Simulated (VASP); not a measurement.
# Ge (Fd-3m) in VASP: single point with PBE

Aim: the single point of Ge with PBE.

Everything below comes from runs of VASP 6.6.1. Logs are shortened: lines on timing, memory, paths and dates and some standing lists are left out, and cuts for length are marked.

## (1) The cell of the first run

Symmetry: Fd-3m, No. 227, cubic system. Conventional cell: a = 5.658 Å, b = 5.658 Å, c = 5.658 Å, α = 90.00°, β = 90.00°, γ = 90.00°. Within 3.2 Å of Ge (site symmetry -43m) lie 4 Ge at 2.45 Å.

## (2) Single point, PBE

INCAR reads:

```
  PREC = Accurate
  ENCUT = 500
  EDIFF = 1E-6
  ISMEAR = 0
  SIGMA = 0.01
  LREAL = F
  LASPH = T
  NELM = 120
  ALGO = Normal
  ISIF = 2
  LWAVE = F
  LCHARG = F
  GGA = PE
  NBANDS = 21
  GGA_COMPAT = F
```

KPOINTS reads:

```
Automatic mesh
0
Gamma
  4 4 4
```

POSCAR reads:

```
Ge
1.0
    0.0000000000      2.8289100000      2.8289100000
    2.8289100000      0.0000000000      2.8289100000
    2.8289100000      2.8289100000      0.0000000000
Ge
2
Direct
    0.5000000000      0.5000000000      0.5000000000
    0.7500000000      0.7500000000      0.7500000000
```

Potentials or basis: VASP PAW PBE potentials, release 64 (Ge_d).

Command:

```sh
$ cat potpaw_PBE.64/Ge_d/POTCAR > POTCAR
$ mpirun -np 1 vasp_std > vasp.out
```

OUTCAR:

```text
PREC = Accurate
   ENCUT = 500
   EDIFF = 1E-6
   ISMEAR = 0
   LREAL = F
   LASPH = T
   NELM = 120
   ISIF = 2
   GGA = PE

 ion  position               nearest neighbor table
   1  0.500  0.500  0.500-   2 2.45   2 2.45   2 2.45   2 2.45
   2  0.750  0.750  0.750-   1 2.45   1 2.45   1 2.45   1 2.45

  LATTYP: Found a face centered cubic cell.
 ALAT       =     5.6578200000

  Lattice vectors:

 A1 = (   0.0000000000,   2.8289100000,   2.8289100000)
 A2 = (   2.8289100000,   0.0000000000,   2.8289100000)
 A3 = (   2.8289100000,   2.8289100000,   0.0000000000)

Analysis of symmetry for initial positions (statically):
=====================================================================
 Subroutine PRICEL returns:
 Original cell was already a primitive cell.

 Routine SETGRP: Setting up the symmetry group for a
 face centered cubic supercell.

 Subroutine GETGRP returns: Found 48 space group operations
 (whereof 24 operations were pure point group operations)
 out of a pool of 48 trial point group operations.

The static configuration has the point symmetry T_d .
 The point group associated with its full space group is O_h .

Analysis of symmetry for dynamics (positions and initial velocities):
=====================================================================
 Subroutine PRICEL returns:
 Original cell was already a primitive cell.

 Routine SETGRP: Setting up the symmetry group for a
 face centered cubic supercell.

 Subroutine GETGRP returns: Found 48 space group operations
 (whereof 24 operations were pure point group operations)
 out of a pool of 48 trial point group operations.

The dynamic configuration has the point symmetry T_d .
 The point group associated with its full space group is O_h .

 Subroutine INISYM returns: Found 48 space group operations
 (whereof 24 operations are pure point group operations),
 and found     1 'primitive' translations

----------------------------------------------------------------------------------------

                                     Primitive cell

  volume of cell :      45.2780

  direct lattice vectors                    reciprocal lattice vectors
     0.000000000  2.828910000  2.828910000    -0.176746521  0.176746521  0.176746521
     2.828910000  0.000000000  2.828910000     0.176746521 -0.176746521  0.176746521
     2.828910000  2.828910000  0.000000000     0.176746521  0.176746521 -0.176746521

  length of vectors
     4.000682889  4.000682889  4.000682889     0.306133954  0.306133954  0.306133954

  position of ions in fractional coordinates (direct lattice)
     0.500000000  0.500000000  0.500000000
     0.750000000  0.750000000  0.750000000

  ion indices of the primitive-cell ions
   primitive index   ion index
                 1           1
                 2           2

----------------------------------------------------------------------------------------

 KPOINTS: Automatic mesh

Automatic generation of k-mesh.
 Grid dimensions read from file:
 generate k-points for:    4    4    4

 Generating k-lattice:

  Cartesian coordinates                     Fractional coordinates (reciprocal lattice)
    -0.044186630  0.044186630  0.044186630     0.250000000  0.000000000  0.000000000
     0.044186630 -0.044186630  0.044186630     0.000000000  0.250000000  0.000000000
     0.044186630  0.044186630 -0.044186630     0.000000000  0.000000000  0.250000000

  Length of vectors
     0.076533488  0.076533488  0.076533488

  Shift w.r.t. Gamma in fractional coordinates (k-lattice)
     0.000000000  0.000000000  0.000000000

 Subroutine IBZKPT returns following result:
 ===========================================

 Found      8 irreducible k-points:

 Following reciprocal coordinates:
            Coordinates               Weight
  0.000000  0.000000  0.000000      1.000000
  0.250000  0.000000  0.000000      8.000000
  0.500000  0.000000  0.000000      4.000000
  0.250000  0.250000  0.000000      6.000000
  0.500000  0.250000  0.000000     24.000000
 -0.250000  0.250000  0.000000     12.000000
  0.500000  0.500000  0.000000      3.000000
 -0.250000  0.500000  0.250000      6.000000
   k-points           NKPTS =      8   k-points in BZ     NKDIM =      8   number of bands    NBANDS=     21
   number of dos      NEDOS =    301   number of ions     NIONS =      2
   total plane-waves  NPLWV =  27000
   dimension x,y,z NGX =    30 NGY =   30 NGZ =   30
   dimension x,y,z NGXF=    60 NGYF=   60 NGZF=   60
   ions per type =               2
   NGX,Y,Z   is equivalent  to a cutoff of  12.47, 12.47, 12.47 a.u.
   NGXF,Y,Z  is equivalent  to a cutoff of  24.93, 24.93, 24.93 a.u.
 SYSTEM =  unknown system
   PREC   = accura    normal or accurate (medium, high low for compatibility)
   ISTART =      0    job   : 0-new  1-cont  2-samecut
   ICHARG =      2    charge: 1-file 2-atom 10-const
   ISPIN  =      1    spin polarized calculation?
   LNONCOLLINEAR =      F non collinear calculations
   LSORBIT =      F    spin-orbit coupling
   LASPH  =      T    aspherical Exc in radial PAW
   ENCUT  =  500.0 eV  36.75 Ry    6.06 a.u.   7.29  7.29  7.29*2*pi/ulx,y,z
   NELM   =    120;   NELMIN=  2; NELMDL= -5     # of ELM steps
   EDIFF  = 0.1E-05   stopping-criterion for ELM
   LREAL  =      F    real-space projection
   EDIFFG = 0.1E-04   stopping-criterion for IOM
   NSW    =      0    number of steps for IOM
   IBRION =     -1    ionic relax: 0-MD 1-quasi-New 2-CG
   NFREE  =      0    steps in history (QN), initial steepest desc. (CG)
   ISIF   =      2    stress and relaxation
   ISYM   =      2    0-nonsym 1-usesym 2-fastsym
   POTIM  = 0.5000    time-step for ionic-motion
   TEBEG  =    0.0;   TEEND  =   0.0 temperature during run
   PSTRESS=    0.0 pullay stress
   NELECT =      28.0000    total number of electrons
   NUPDOWN=      -1.0000    fix difference up-down
   EMIN   =  10.00;   EMAX   =-10.00  energy-range for DOS
   EFERMI =   0.00;   METHOD = LEGACY
   ISMEAR =     0;   SIGMA  =   0.01  broadening in eV -4-tet -1-fermi 0-gaus
   EFERMI_NEDOS =   21; number of points for ismear=-14 and -15
   IALGO  =     38    algorithm
   IMIX   =      4    mixing-type and parameters
     AMIX     =   0.40;   BMIX     =  1.00
     AMIX_MAG =   1.60;   BMIX_MAG =  1.00
  volume/ion in A,a.u.               =      22.64       152.78
  Fermi-wavevector in a.u.,A,eV,Ry     =   1.394756  2.635708 26.468033  1.945346
  Thomas-Fermi vector in A             =   2.518275
   LORBIT       =      0    0 simple, 1 ext, 2 COOP (PROOUT), +10 PAW based schemes
   GGA     = PE    functional components
   LHFCALC =     F    Hartree Fock is set to
   AEXX    =    0.0000 exact exchange contribution
   IVDW    =     0    specifies the selected vdW correction
   LEPSILON=     F    determine dielectric tensor
   LRPA    =     F    only Hartree local field effects (RPA)
 non-spin polarized calculation
 Gauss-broadening in eV      SIGMA  =   0.01
  energy-cutoff  :      500.00
  volume of cell :       45.28
 maximum number of plane-waves:      1174
 NGX is ok and might be reduce to    30
   NGX = 15   NGY = 15   NGZ = 15

 number of electron      28.0000022 magnetization

 Free energy of the ion-electron system (eV)
  ---------------------------------------------------
  ext. energy  EPLUGINS =         0.00000000
  ---------------------------------------------------
  free energy    TOTEN  =        -8.74836894 eV

  energy without entropy =       -8.74836265  energy(sigma->0) =       -8.74836579

 E-fermi :   5.0570     XC(G=0):  -9.8890

 val. band max:        5.0360875795   @ k =   0.0000   0.0000   0.0000
 cond. band min:       5.0754200644   @ k =   0.0000   0.0000   0.0000
 fundamental gap:      0.0393324849
 Fermi energy:         5.0570142767

 k-point     1 :       0.0000    0.0000    0.0000
  band No.  band energies     occupation
      1     -19.7703      2.00000
      2     -19.7703      2.00000
      3     -19.7703      2.00000
      4     -19.7350      2.00000
      5     -19.7350      2.00000
      6     -19.5240      2.00000
      7     -19.5240      2.00000
      8     -19.5240      2.00000
      9     -19.5108      2.00000
     10     -19.5108      2.00000
     11      -7.7391      2.00000
     12       5.0361      1.99692
     13       5.0361      1.99692
     14       5.0361      1.99692
     15       5.0754      0.00924
     16       7.5734      0.00000
     17       7.5734      0.00000
     18       7.5734      0.00000
     19      11.4823      0.00000
     20      14.4937      0.00000
     21      14.4937      0.00000

 k-point     2 :       0.2500    0.0000    0.0000
  band No.  band energies     occupation
      1     -19.7886      2.00000
      2     -19.7886      2.00000
      3     -19.7617      2.00000
      4     -19.7064      2.00000
      5     -19.7064      2.00000
      6     -19.5498      2.00000
      7     -19.5498      2.00000
      8     -19.5341      2.00000
      9     -19.4903      2.00000
     10     -19.4903      2.00000
     11      -6.9966      2.00000
     12       0.3179      2.00000
     13       4.1499      2.00000
     14       4.1499      2.00000
     15       5.7061      0.00000
     16       8.6562      0.00000
     17       8.6562      0.00000
     18      10.6782      0.00000
     19      13.0684      0.00000
     20      13.3504      0.00000
     21      13.3504      0.00000

 k-point     3 :       0.5000    0.0000    0.0000
  band No.  band energies     occupation
      1     -19.7948      2.00000
      2     -19.7948      2.00000
      3     -19.7529      2.00000
      4     -19.6932      2.00000
      5     -19.6932      2.00000
      6     -19.5587      2.00000
      7     -19.5587      2.00000
      8     -19.5445      2.00000
      9     -19.4834      2.00000
     10     -19.4834      2.00000
     11      -5.6486      2.00000
     12      -2.5646      2.00000
     13       3.6264      2.00000
     14       3.6264      2.00000
     15       5.2180      0.00000
     16       8.7676      0.00000
     17       8.7676      0.00000
     18      12.1747      0.00000
     19      15.6275      0.00000
     20      16.1267      0.00000
     21      16.2476      0.00000

 k-point     4 :       0.2500    0.2500    0.0000
  band No.  band energies     occupation
      1     -19.7886      2.00000
      2     -19.7886      2.00000
      3     -19.7771      2.00000
      4     -19.7008      2.00000
      5     -19.6655      2.00000
      6     -19.6112      2.00000
      7     -19.5423      2.00000
      8     -19.4981      2.00000
      9     -19.4955      2.00000
     10     -19.4955      2.00000
     11      -6.7284      2.00000
     12       0.3234      2.00000
     13       2.9926      2.00000
     14       2.9926      2.00000
     15       6.0462      0.00000
     16       7.7783      0.00000
     17      10.8676      0.00000
     18      10.8676      0.00000
     19      12.1357      0.00000
     20      15.2033      0.00000
     21      15.5577      0.00000

 k-point     5 :       0.5000    0.2500    0.0000
  band No.  band energies     occupation
      1     -19.8159      2.00000
      2     -19.8008      2.00000
      3     -19.7332      2.00000
      4     -19.6660      2.00000
      5     -19.6464      2.00000
      6     -19.6276      2.00000
      7     -19.5797      2.00000
      8     -19.5481      2.00000
      9     -19.4755      2.00000
     10     -19.4611      2.00000
     11      -5.2380      2.00000
     12      -2.3481      2.00000
     13       1.3063      2.00000
     14       2.6273      2.00000
     15       6.4460      0.00000
     16       9.2531      0.00000
     17      10.4842      0.00000
     18      11.2428      0.00000
     19      15.0530      0.00000
     20      16.4031      0.00000
     21      16.8109      0.00000

 k-point     6 :      -0.2500    0.2500    0.0000
  band No.  band energies     occupation
      1     -19.8110      2.00000
      2     -19.8037      2.00000
      3     -19.7266      2.00000
      4     -19.6907      2.00000
      5     -19.6631      2.00000
      6     -19.5912      2.00000
      7     -19.5716      2.00000
      8     -19.5588      2.00000
      9     -19.4718      2.00000
     10     -19.4685      2.00000
     11      -5.8531      2.00000
     12      -1.4907      2.00000
     13       1.1663      2.00000
     14       3.5261      2.00000
     15       6.9940      0.00000
     16       9.8160      0.00000
     17      10.1620      0.00000
     18      10.3447      0.00000
     19      12.6957      0.00000
     20      14.5101      0.00000
     21      16.9745      0.00000

 k-point     7 :       0.5000    0.5000    0.0000
  band No.  band energies     occupation
      1     -19.8042      2.00000
      2     -19.8042      2.00000
      3     -19.7192      2.00000
      4     -19.7192      2.00000
      5     -19.6202      2.00000
      6     -19.6202      2.00000
      7     -19.5626      2.00000
      8     -19.5626      2.00000
      9     -19.4695      2.00000
     10     -19.4695      2.00000
     11      -3.8512      2.00000
     12      -3.8512      2.00000
     13       1.9545      2.00000
     14       1.9545      2.00000
     15       5.7828      0.00000
     16       5.7828      0.00000
     17      14.5453      0.00000
     18      14.5453      0.00000
     19      16.6576      0.00000
     20      16.6576      0.00000
     21      17.8762      0.00000

 k-point     8 :      -0.2500    0.5000    0.2500
  band No.  band energies     occupation
      1     -19.8181      2.00000
      2     -19.8181      2.00000
      3     -19.6767      2.00000
      4     -19.6767      2.00000
      5     -19.6280      2.00000
      6     -19.6280      2.00000
      7     -19.5957      2.00000
      8     -19.5957      2.00000
      9     -19.4573      2.00000
     10     -19.4573      2.00000
     11      -3.7532      2.00000
     12      -3.7532      2.00000
     13       1.1251      2.00000
     14       1.1251      2.00000
     15       9.3529      0.00000
     16       9.3530      0.00000
     17       9.7557      0.00000
     18       9.7557      0.00000
     19      16.0769      0.00000
     20      16.0769      0.00000
     21      18.0150      0.00000

------------------------ aborting loop because EDIFF is reached ----------------------------------------

  FORCE on cell =-STRESS in cart. coord.  units (eV):
  Direction    XX          YY          ZZ          XY          YZ          ZX
  --------------------------------------------------------------------------------------
  -------------------------------------------------------------------------------------
  Total        0.9865317      0.9865317      0.9865317      0.0000000      0.0000000      0.0000000
  in kB       34.9087464     34.9087464     34.9087464      0.0000000      0.0000000      0.0000000
  external PRESSURE =      34.9087464 kB  Pullay stress =       0.0000000 kB

 VOLUME and BASIS-vectors are now :
 -----------------------------------------------------------------------------
  energy-cutoff  :      500.00
  volume of cell :       45.28
      direct lattice vectors                 reciprocal lattice vectors
     0.000000000  2.828910000  2.828910000    -0.176746521  0.176746521  0.176746521
     2.828910000  0.000000000  2.828910000     0.176746521 -0.176746521  0.176746521
     2.828910000  2.828910000  0.000000000     0.176746521  0.176746521 -0.176746521

 POSITION                                       TOTAL-FORCE (eV/Angst)
 -----------------------------------------------------------------------------------
      2.82891      2.82891      2.82891         0.000000      0.000000      0.000000
      4.24336      4.24336      4.24336        -0.000000     -0.000000     -0.000000
 -----------------------------------------------------------------------------------
    total drift:                                0.000000     -0.000000     -0.000000

  FREE ENERGIE OF THE ION-ELECTRON SYSTEM (eV)
  ---------------------------------------------------
  free  energy   TOTEN  =        -8.7483689376 eV

  energy  without entropy=       -8.7483626452  energy(sigma->0) =       -8.74836579
```

Wall time 15 s (1 thread of Intel Xeon 8259CL, shared host); peak memory 0.16 GiB.

Results:

| Property | Result |
| --- | --- |
| Free energy | -8.7484 eV |
| Pressure | 3.5 GPa |
| Band gap on the k mesh | 0.04 eV |

Levels at points of the mesh, in eV from the valence-band top:
| k point | band 12 | band 13 | band 14 | band 15 | band 16 | band 17 |
| --- | --- | --- | --- | --- | --- | --- |
| (0.00, 0.00, 0.00) | 0.00 | 0.00 | 0.00 | 0.04 | 2.54 | 2.54 |
| (0.50, 0.00, 0.00) | -7.60 | -1.41 | -1.41 | 0.18 | 3.73 | 3.73 |
| (0.50, 0.50, 0.00) | -8.89 | -3.08 | -3.08 | 0.75 | 0.75 | 9.51 |

Caveat: the k points lie up to 0.48 Å⁻¹ apart; semilocal functionals underestimate gaps, and a narrow one can read as zero. A k mesh can miss the band edges.
